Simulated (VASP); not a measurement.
# CaSe (Fm-3m) in VASP: settings compared, part 2 of 2

VASP 6.6.1.

**3. Relaxation of cell and atoms, PBE**

This run uses another cell than the first one, of 26.20 Å³/atom.

Contents of INCAR:

```
SYSTEM = CaSe
ALGO     = Normal         ! electronic algorithm
EDIFF    = 1E-7           ! SCF threshold, eV
EDIFFG   = -0.005         ! ionic threshold
ENCUT    = 600            ! plane-wave cutoff, eV
GGA      = PE             ! functional
IBRION   = 2              ! ionic algorithm
ISIF     = 3              ! what is computed and relaxed
ISMEAR   = -1             ! smearing method
LASPH    = .TRUE.         ! aspherical terms in the spheres
LCHARG   = .FALSE.        ! write CHGCAR
LREAL    = .FALSE.        ! projectors in reciprocal space
LWAVE    = .FALSE.        ! write WAVECAR
NELM     = 80             ! most SCF steps
NSW      = 80             ! ionic steps
PREC     = Accurate       ! precision mode
SIGMA    = 0.02           ! smearing width, eV
```

Contents of KPOINTS:

```
k-points
0
G
  6 6 6
  0 0 0
```

Contents of POSCAR:

```
CaSe
1.0
    0.0000000000      2.9702381052      2.9702381052
    2.9702381052      0.0000000000      2.9702381052
    2.9702381052      2.9702381052      0.0000000000
Ca Se
1 1
Direct
    0.0000000000      0.0000000000      0.0000000000
    0.5000000000      0.5000000000      0.5000000000
```

Potentials or basis: VASP PAW PBE potentials, release 64 (Ca_sv, Se).

Launch:

```bash
$ cat potpaw_PBE.64/Ca_sv/POTCAR potpaw_PBE.64/Se/POTCAR > POTCAR
$ mpirun -np 1 vasp_std > vasp.out
```

OUTCAR:

```text
SYSTEM = CaSe
   EDIFF = 1E-7
   EDIFFG = -0.005
   ENCUT = 600
   GGA = PE
   IBRION = 2
   ISIF = 3
   ISMEAR = -1
   LASPH = .TRUE.
   LREAL = .FALSE.
   NELM = 80
   NSW = 80
   PREC = Accurate

 ion  position               nearest neighbor table
   1  0.000  0.000  0.000-   2 2.97   2 2.97   2 2.97   2 2.97   2 2.97   2 2.97
   2  0.500  0.500  0.500-   1 2.97   1 2.97   1 2.97   1 2.97   1 2.97   1 2.97

  LATTYP: Found a face centered cubic cell.
 ALAT       =     5.9404762104

  Lattice vectors:

 A1 = (   0.0000000000,   2.9702381052,   2.9702381052)
 A2 = (   2.9702381052,   0.0000000000,   2.9702381052)
 A3 = (   2.9702381052,   2.9702381052,   0.0000000000)

Analysis of symmetry for initial positions (statically):
=====================================================================
 Subroutine PRICEL returns:
 Original cell was already a primitive cell.

 Routine SETGRP: Setting up the symmetry group for a
 face centered cubic supercell.

 Subroutine GETGRP returns: Found 48 space group operations
 (whereof 48 operations were pure point group operations)
 out of a pool of 48 trial point group operations.

The static configuration has the point symmetry O_h .

Analysis of symmetry for dynamics (positions and initial velocities):
[... 144 lines left out ...]

 Free energy of the ion-electron system (eV)
  ---------------------------------------------------
  ext. energy  EPLUGINS =         0.00000000
  ---------------------------------------------------
  free energy    TOTEN  =        -9.48403206 eV

  energy without entropy =       -9.48403206  energy(sigma->0) =       -9.48403206

------------------------ aborting loop because EDIFF is reached ----------------------------------------

  FORCE on cell =-STRESS in cart. coord.  units (eV):
  Direction    XX          YY          ZZ          XY          YZ          ZX
  --------------------------------------------------------------------------------------
  -------------------------------------------------------------------------------------
  Total        0.2040131      0.2040131      0.2040131      0.0000000     -0.0000000      0.0000000
  in kB        6.2368446      6.2368446      6.2368446      0.0000000     -0.0000000      0.0000000
  external PRESSURE =       6.2368446 kB  Pullay stress =       0.0000000 kB
[... 59 lines left out ...]
--------------------------------------- Ionic step        3  -------------------------------------------

 number of electron      16.0000001 magnetization

 Free energy of the ion-electron system (eV)
  ---------------------------------------------------
  ext. energy  EPLUGINS =         0.00000000
  ---------------------------------------------------
  free energy    TOTEN  =        -9.48532138 eV

  energy without entropy =       -9.48532138  energy(sigma->0) =       -9.48532138

 E-fermi :   2.8186     XC(G=0):  -9.0478

 val. band max:        2.2735710208   @ k =   0.0000   0.0000   0.0000
 cond. band min:       4.3555821869   @ k =   0.5000   0.5000   0.0000
 fundamental gap:      2.0820111661
 Fermi energy:         2.8186252354

 k-point     1 :       0.0000    0.0000    0.0000
  band No.  band energies     occupation
      1     -37.5553      2.00000
      2     -18.5449      2.00000
      3     -18.5449      2.00000
      4     -18.5449      2.00000
      5      -9.4382      2.00000
      6       2.2736      2.00000
      7       2.2736      2.00000
      8       2.2736      2.00000
      9       5.4799      0.00000
     10       5.9858      0.00000
     11       5.9858      0.00000
     12       5.9858      0.00000
[... 252 lines left out ...]
  FREE ENERGIE OF THE ION-ELECTRON SYSTEM (eV)
  ---------------------------------------------------
  free  energy   TOTEN  =        -9.4853213779 eV

  energy  without entropy=       -9.4853213779  energy(sigma->0) =       -9.48532138

 reached required accuracy - stopping structural energy minimisation
```

Wall time 66 s (1 thread of AMD EPYC 7R13, shared host); peak memory 0.17 GiB.

Results:

```
Free energy                           : -9.4853 eV
Relaxed volume                        : 26.54 Å³/atom
Relaxed cell                          : a = 4.218 Å, b = 4.218 Å, c = 4.218 Å, α = 60.00°, β = 60.00°, γ = 60.00°
Space group after relaxing (to 0.1 Å) : Fm-3m (No. 225)
Energy gained by relaxing             : 0.6 meV/atom
Ionic steps                           : 3
Pressure after relaxing               : 0.0 GPa
Band gap on the k mesh                : 2.08 eV (least direct gap 2.99 eV)
```

The path:
```csv
step,energy change (eV),largest force (eV/Å),pressure (GPa),volume (Å³)
1,0.0000,0.0000,0.62,52.41
2,-0.0013,0.0000,-0.09,53.19
3,-0.0013,0.0000,0.00,53.08
```

Final structure:
```yaml
crystal:
  lattice:
    - [0.00000, 2.98286, 2.98286]
    - [2.98286, 0.00000, 2.98286]
    - [2.98286, 2.98286, 0.00000]
  atoms:
    - { symbol: Ca, position: [0.00000, 0.00000, 0.00000] }
    - { symbol: Se, position: [0.50000, 0.50000, 0.50000] }
```

**4. Relaxation of cell and atoms, PBEsol**

This run uses another cell than the first one, of 26.44 Å³/atom.

Contents of INCAR:

```
  PREC = Accurate
  ENCUT = 600
  EDIFF = 1E-6
  ISMEAR = -1
  SIGMA = 0.02
  LREAL = F
  LASPH = T
  NELM = 60
  ALGO = Normal
  ISIF = 3
  LWAVE = F
  LCHARG = F
  GGA = PS
  IBRION = 2
  NSW = 80
  EDIFFG = -0.005
```

Contents of KPOINTS:

```
regular mesh
0
Gamma
  6 6 6
```

Contents of POSCAR:

```
CaSe
1.0
    0.0000000000      2.9792669638      2.9792669638
    2.9792669638      0.0000000000      2.9792669638
    2.9792669638      2.9792669638      0.0000000000
Ca Se
1 1
Direct
    0.0000000000      0.0000000000      0.0000000000
    0.5000000000      0.5000000000      0.5000000000
```

Launch:

```bash
$ cat potpaw_PBE.64/Ca_sv/POTCAR potpaw_PBE.64/Se/POTCAR > POTCAR
$ mpirun -np 1 vasp_std > vasp.out
```

Run time: 67 s. Hardware: 1 thread of AMD EPYC 7R13, shared host; peak memory 0.18 GiB.

The run converged. Its results:

| Quantity | Value |
| --- | --- |
| Free energy | -10.0738 eV |
| Relaxed volume | 25.37 Å³/atom |
| Relaxed cell | a = 4.156 Å, b = 4.156 Å, c = 4.156 Å, α = 60.00°, β = 60.00°, γ = 60.00° |
| Space group after relaxing (to 0.1 Å) | Fm-3m (No. 225) |
| Energy gained by relaxing | 6.8 meV/atom |
| Ionic steps | 3 |
| Pressure after relaxing | 0.0 GPa |
| Band gap on the k mesh | 1.88 eV (least direct gap 2.84 eV) |

Step by step:
| step | energy change (eV) | largest force (eV/Å) | pressure (GPa) | volume (Å³) |
| --- | --- | --- | --- | --- |
| 1 | 0.0000 | 0.0000 | -1.97 | 52.89 |
| 2 | -0.0132 | 0.0000 | 0.32 | 50.44 |
| 3 | -0.0136 | 0.0000 | 0.02 | 50.75 |

Final structure:
```cif
data_structure
_symmetry_space_group_name_H-M 'P 1'
_symmetry_Int_Tables_number 1
_cell_length_a 4.1557
_cell_length_b 4.1557
_cell_length_c 4.1557
_cell_angle_alpha 60.000
_cell_angle_beta 60.000
_cell_angle_gamma 60.000
_cell_volume 50.75
loop_
_atom_site_label
_atom_site_type_symbol
_atom_site_fract_x
_atom_site_fract_y
_atom_site_fract_z
_atom_site_occupancy
Ca1 Ca 0.00000 0.00000 0.00000 1
Se1 Se 0.50000 0.50000 0.50000 1
```

Levels at points of the mesh, in eV from the valence-band top:
```csv
k point,band 6,band 7,band 8,band 9,band 10,band 11
"(0.00, 0.00, 0.00)",0.00,0.00,0.00,3.29,3.64,3.64
"(0.50, 0.00, 0.00)",-3.41,-1.26,-1.26,4.41,5.50,5.53
"(0.50, 0.50, 0.00)",-2.61,-0.97,-0.97,1.88,5.02,5.06
```

Caveat: the PAW data sets were made with another functional, which shifts forces and pressure a little.

**5. Relaxation of cell and atoms, LDA**

This run uses another cell than the first one, of 26.44 Å³/atom.

Contents of INCAR:

```
SYSTEM = CaSe
PREC     = Accurate       ! precision mode
ENCUT    = 600            ! plane-wave cutoff, eV
EDIFF    = 1E-6           ! SCF threshold, eV
ISMEAR   = -1             ! smearing method
SIGMA    = 0.02           ! smearing width, eV
LREAL    = .FALSE.        ! projectors in reciprocal space
LASPH    = .TRUE.         ! aspherical terms in the spheres
NELM     = 100            ! most SCF steps
ALGO     = Normal         ! electronic algorithm
ISIF     = 3              ! what is computed and relaxed
LWAVE    = .FALSE.        ! write WAVECAR
LCHARG   = .FALSE.        ! write CHGCAR
IBRION   = 2              ! ionic algorithm
NSW      = 80             ! ionic steps
EDIFFG   = -0.005         ! ionic threshold
```

Contents of KPOINTS:

```
Automatic mesh
0
G
  6 6 6
  0 0 0
```

POSCAR is that of step 4.

Potentials or basis: VASP PAW LDA potentials, release 64 (Ca_sv, Se).

Launch:

```bash
$ cat potpaw_LDA.64/Ca_sv/POTCAR potpaw_LDA.64/Se/POTCAR > POTCAR
$ mpirun -np 1 vasp_std > vasp.out
```

It took 60 s on 1 thread of AMD EPYC 7R13, shared host; peak memory 0.15 GiB.

The run converged. Its results:

```
Free energy                           : -10.5830 eV
Relaxed volume                        : 24.41 Å³/atom
Relaxed cell                          : a = 4.102 Å, b = 4.102 Å, c = 4.102 Å, α = 60.00°, β = 60.00°, γ = 60.00°
Space group after relaxing (to 0.1 Å) : Fm-3m (No. 225)
Energy gained by relaxing             : 26.3 meV/atom
Ionic steps                           : 3
Pressure after relaxing               : 0.0 GPa
Band gap on the k mesh                : 1.71 eV (least direct gap 2.71 eV)
```

The path:
```csv
step,energy change (eV),largest force (eV/Å),pressure (GPa),volume (Å³)
1,0.0000,0.0000,-3.87,52.89
2,-0.0509,0.0000,0.83,48.14
3,-0.0526,0.0000,0.01,48.82
```

Final structure:
```xyz
2
Lattice="0.0000 2.9008 2.9008 2.9008 0.0000 2.9008 2.9008 2.9008 0.0000" Properties=species:S:1:pos:R:3 pbc="T T T"
Ca    0.0000    0.0000    0.0000
Se    2.9008    2.9008    2.9008
```

Levels at points of the mesh, in eV from the valence-band top:
```tsv
k point	band 6	band 7	band 8	band 9	band 10	band 11
(0.00, 0.00, 0.00)	0.00	0.00	0.00	3.43	3.51	3.51
(0.50, 0.00, 0.00)	-3.57	-1.36	-1.36	4.47	5.48	5.48
(0.50, 0.50, 0.00)	-2.69	-1.00	-1.00	1.71	5.02	5.10
```

**6. The runs side by side**

```tsv
task	level	potentials or basis	cell	k mesh	cutoff (eV)	smearing	gap on the mesh (eV)	pressure (GPa)	relaxed volume (Å³/atom)
single point	r2SCAN	VASP PAW PBE potentials, release 64 (Ca_sv, Se)	a = 4.197 Å, angles 60.0°, 2 atoms	8 × 8 × 8	520	gaussian 0.01 eV	2.52	0.2	-
relaxation of cell and atoms	PBE	VASP PAW PBE potentials, release 64 (Ca_sv, Se)	relaxed from a = 4.201 Å, angles 60.0°, 2 atoms	6 × 6 × 6	600	fermi-dirac 0.02 eV	2.08	0.0	26.54
relaxation of cell and atoms	PBEsol	VASP PAW PBE potentials, release 64 (Ca_sv, Se)	relaxed from a = 4.213 Å, angles 60.0°, 2 atoms	6 × 6 × 6	600	fermi-dirac 0.02 eV	1.88	0.0	25.37
relaxation of cell and atoms	LDA	VASP PAW LDA potentials, release 64 (Ca_sv, Se)	relaxed from a = 4.213 Å, angles 60.0°, 2 atoms	6 × 6 × 6	600	fermi-dirac 0.02 eV	1.71	0.0	24.41
```

Alike in all rows: no spin polarisation.

Caveats: the PAW data sets were made with another functional, which shifts forces and pressure a little (at least some runs).

Absolute energies hang on the potentials; compare differences alone.
